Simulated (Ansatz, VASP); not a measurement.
# One calculation of Te3Pt2Se, two programs

```
CELL_PARAMETERS angstrom
3.70779 2.14069 3.92539
-3.70779 2.14069 3.92539
0.00000 -4.28139 3.92539
ATOMIC_POSITIONS crystal
Te 0.50000 0.50000 0.00000
Te 0.00000 0.50000 0.50000
Te 0.50000 0.00000 0.50000
Pt 0.79802 0.79802 0.79802
Pt 0.20198 0.20198 0.20198
Se 0.50000 0.50000 0.50000
```

Alike in both runs: functional PBE; k mesh 6 × 6 × 6; occupations gaussian, width 0.1 eV; no spin polarisation.

Ansatz relaxed the structure, and its values are those at the end. VASP's run is a single point on that final structure, the one shown.

|  | VASP | Ansatz |
| --- | --- | --- |
| version | VASP 6.6.1 | Ansatz 0.2.0 |
| potentials or method | VASP PAW PBE potentials, release 64 (Te, Pt, Se), cutoff 520 eV | scalar-relativistic, plane waves, PAW |
| valence electrons in the cell | 44 | 100 |

```tsv
	VASP	Ansatz	Ansatz less VASP
gap on the k mesh at the Fermi level (eV)	none	none	-
pressure (GPa)	-0.1	0.0	+0.11
rms of the force components (eV/Å)	0.008	0.000	-0.0074
```

A gap of «none» marks a metal or a gap that the smearing closes. The functional is the same, so the differences come from potentials, cutoffs and numerics. VASP's potentials hold 44 valence electrons a cell and Ansatz's 100, so a difference there can come from the potentials and not from the codes.

Spin-orbit coupling is off throughout.
